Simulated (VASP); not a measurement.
Here is a VASP 6.6.1 calculation.

Contents of POSCAR:

```
ZnS
1.0
    3.7822379936      0.0000000000      0.0000000000
   -1.8911189968      3.2755141856      0.0000000000
    0.0000000000      0.0000000000      6.2081825480
Zn S
2 2
Direct
    0.3333333333      0.6666666667      0.0004376474
    0.6666666667      0.3333333333      0.5004376474
    0.3333333333      0.6666666667      0.3745623526
    0.6666666667      0.3333333333      0.8745623526
```

The input INCAR.step1:

```
SYSTEM = ZnS
ALGO     = Normal         ! electronic algorithm
EDIFF    = 1E-4           ! SCF threshold, eV
ENCUT    = 520            ! plane-wave cutoff, eV
GGA      = PE             ! functional
ISMEAR   = 0              ! smearing method
LASPH    = .TRUE.         ! aspherical terms in the spheres
LCHARG   = .FALSE.        ! write CHGCAR
LREAL    = .FALSE.        ! projectors in reciprocal space
LWAVE    = .TRUE.         ! write WAVECAR
NBANDS   = 26             ! bands
NELM     = 60             ! most SCF steps
PREC     = Accurate       ! precision mode
SIGMA    = 0.01           ! smearing width, eV
```

INCAR.step2

```
SYSTEM = ZnS
ALGO     = Normal         ! electronic algorithm
EDIFF    = 1E-6           ! SCF threshold, eV
ENCUT    = 520            ! plane-wave cutoff, eV
ISIF     = 2              ! what is computed and relaxed
ISMEAR   = 0              ! smearing method
ISTART   = 1            
LASPH    = .TRUE.         ! aspherical terms in the spheres
LCHARG   = .TRUE.         ! write CHGCAR
LELF     = .TRUE.         ! ELF
LMIXTAU  = .TRUE.       
LREAL    = .FALSE.        ! projectors in reciprocal space
LVHAR    = .TRUE.       
LWAVE    = .FALSE.        ! write WAVECAR
METAGGA  = R2SCAN         ! meta-GGA
NBANDS   = 26             ! bands
NELM     = 60             ! most SCF steps
PREC     = Accurate       ! precision mode
SIGMA    = 0.01           ! smearing width, eV
```

Contents of KPOINTS:

```
k-points
0
G
  9 9 6
  0 0 0
```

Potentials or basis: VASP PAW PBE potentials, release 64 (Zn, S).

Command:

```console
$ cat potpaw_PBE.64/Zn/POTCAR potpaw_PBE.64/S/POTCAR > POTCAR
$ cp INCAR.step1 INCAR
$ mpirun -np 1 vasp_std > vasp.out
$ cp INCAR.step2 INCAR
$ mpirun -np 1 vasp_std > vasp.out
```

Problem. Estimate the band gap on the k mesh.

Solution. 2.88 eV, direct.

Problem. Estimate the pressure.

Solution. 1.6 GPa.

Forces on the atoms (eV/Å):
```
Zn   0.000  0.000  0.004
Zn   0.000  0.000  0.004
S    0.000  0.000 -0.004
S    0.000  0.000 -0.004
```

Caveat: the PAW data sets were made with another functional, which shifts forces and pressure a little. A k mesh can miss the band edges.
